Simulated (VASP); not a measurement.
Write the native input for VASP 6.6.1 that does the following.

* Task: single point
* Functional: PBE
* Potentials or basis: VASP PAW PBE potentials, release 64 (Cd, F)
* Cutoff: 520 eV
* k mesh: 12 × 12 × 12
* Occupations: gaussian, width 0.05 eV
* Spin: no spin polarisation
* Dipole correction: no
* Further INCAR settings: ALGO = Normal; EDIFF = 1e-06; NBANDS = 20

The structure of CdF2 lies in POSCAR:

```
CdF2
1.0
    0.0000000000      2.7588546960      2.7588546960
    2.7588546960      0.0000000000      2.7588546960
    2.7588546960      2.7588546960      0.0000000000
Cd F
1 2
Direct
    0.0000000000      0.0000000000      0.0000000000
    0.2500000000      0.2500000000      0.2500000000
    0.7500000000      0.7500000000      0.7500000000
```

This cell differs from its parent crystal: volume scaled by 1.020.

The input as run:

INCAR

```
SYSTEM = CdF2
ALGO = Normal
EDIFF = 1E-6
ENCUT = 520
GGA = PE
ISIF = 2
ISMEAR = 0
LASPH = .TRUE.
LCHARG = .FALSE.
LREAL = .FALSE.
LWAVE = .FALSE.
NBANDS = 20
NELM = 80
PREC = Accurate
SIGMA = 0.05
```

KPOINTS

```
k-points
0
G
  12 12 12
  0 0 0
```

Potentials or basis: VASP PAW PBE potentials, release 64 (Cd, F).

Run with:

```bash
$ cat potpaw_PBE.64/Cd/POTCAR potpaw_PBE.64/F/POTCAR > POTCAR
$ mpirun -np 1 vasp_std > vasp.out
```

It gave:

| Property | Result |
| --- | --- |
| Pressure | -1.3 GPa |
| Band gap on the k mesh | 2.82 eV, indirect (least direct gap 3.39 eV) |

It took 28 s on 1 thread of Intel(R) Xeon(R) 6975P-C (Granite Rapids), with other jobs on the host, peak memory 0.2 GiB.
